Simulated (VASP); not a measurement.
ScAgSbCl, 8 atoms in the cell. Symmetry: P4/nmm, No. 129, tetragonal system. Conventional cell: a = 4.787 Å, b = 4.787 Å, c = 7.560 Å, α = 90.00°, β = 90.00°, γ = 90.00°. Within 3.4 Å of Sc (site symmetry -4m2) lie 4 Cl at 2.60 Å and 4 Ag at 3.25 Å and 4 Sc at 3.38 Å. Ag (site symmetry 4mm) has 4 Sb at 2.87 Å and 5 Cl at 3.22 to 3.58 Å and 4 Sc at 3.25 Å within 3.8 Å. Within 3.8 Å of Sb (site symmetry -4m2) lie 4 Ag at 2.87 Å and 4 Sb at 3.38 Å and 4 Cl at 3.65 Å and 2 Sc at 3.78 Å. Within 3.4 Å of Cl (site symmetry 4mm) lie 4 Sc at 2.60 Å and 1 Ag at 3.22 Å. 

| Item | Value |
| --- | --- |
| Program | VASP 6.6.1 |
| Task | single point |
| Functional | PBE |
| Potentials or basis | VASP PAW PBE potentials, release 64 (Sc_sv, Ag, Sb, Cl) |
| Cutoff | 520 eV |
| k mesh | 3 × 3 × 2 |
| Occupations | gaussian, width 0.15 eV |
| Spin | no spin polarisation |
| Dipole correction | no |
| Further INCAR settings | ALGO = Normal; EDIFF = 1e-06; NBANDS = 44 |

Potentials or basis: VASP PAW PBE potentials, release 64 (Sc_sv, Ag, Sb, Cl).

Launch:

```sh
$ cat potpaw_PBE.64/Sc_sv/POTCAR potpaw_PBE.64/Ag/POTCAR potpaw_PBE.64/Sb/POTCAR potpaw_PBE.64/Cl/POTCAR > POTCAR
$ mpirun -np 1 vasp_std > vasp.out
```

Hardware: 1 thread of Intel(R) Xeon(R) 6975P-C (Granite Rapids), on a shared host.

Estimate the wall time of this run.

Wall time 32 s on 1 thread of Intel(R) Xeon(R) 6975P-C (Granite Rapids) (shared host), peak memory 0.27 GiB. Counts: scf iterations 15, k points 6.
